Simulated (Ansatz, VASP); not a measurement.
# One calculation of LaP, two programs

```
La P
1.0
     0.00000    2.95100    2.95100
     2.95100    0.00000    2.95100
     2.95100    2.95100    0.00000
La P
1 1
Cartesian
  0.0000 0.0000 0.0000
  2.9510 2.9510 2.9510
```

Change from the starting cell: volume scaled by 0.94, crystal datasets.

Alike in both runs: task electric field gradients; functional LDA; k mesh 10 × 10 × 10; occupations fermi-dirac, width 0.03 eV; no spin polarisation.

|  | VASP | Ansatz |
| --- | --- | --- |
| version | VASP 6.6.1 | Ansatz 0.2.0 |
| potentials or method | VASP PAW LDA potentials, release 64 (La, P), cutoff 520 eV | all-electron PAW with datasets made for the crystal, scalar-relativistic |

|  | VASP | Ansatz | Ansatz less VASP |
| --- | --- | --- | --- |
| pressure (GPa) | 1.6 | 1.6 | +0.06 |

LDA's correlation is that of Perdew and Zunger in VASP and of Perdew and Wang (1992) in Ansatz. Ansatz ran all-electron here, and VASP with PAW potentials.

Neither program's run includes spin-orbit coupling.
